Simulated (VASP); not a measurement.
A run of VASP 6.6.1 is set up as follows.

INCAR

```
SYSTEM = AgI
ALGO = Normal
EDIFF = 1E-6
ENCUT = 500
GGA = PS
GGA_COMPAT = .False.
ISIF = 2
ISMEAR = 0
LASPH = .True.
LCHARG = .True.
LELF = .True.
LREAL = .False.
LVHAR = .True.
LWAVE = .False.
NBANDS = 16
NELM = 120
PREC = Accurate
SIGMA = 0.01
```

Contents of KPOINTS:

```
k-points
0
Gamma
  6 6 6
  0 0 0
```

Contents of POSCAR:

```
AgI
1.0
    3.1292486698      3.1292486698      0.0000000000
   -3.1292486698      3.1292486698      0.0000000000
    0.0000000000      3.1292486698      3.1292486698
Ag I
1 1
Direct
    0.0000000000      0.0000000000      0.0000000000
    0.7500000000      0.2500000000      0.5000000000
```

Potentials or basis: VASP PAW PBE potentials, release 64 (Ag, I).

Command:

```console
$ cat potpaw_PBE.64/Ag/POTCAR potpaw_PBE.64/I/POTCAR > POTCAR
$ mpirun -np 1 vasp_std > vasp.out
```

Question: Predict the pressure.

Answer: 3.9 GPa.

Question: Predict the band gap on the k mesh.

Answer: 1.20 eV, direct.

Caveat: the PAW data sets were made with another functional, which shifts forces and pressure a little; spin-orbit coupling is left out, which moves the levels of the heavy elements.
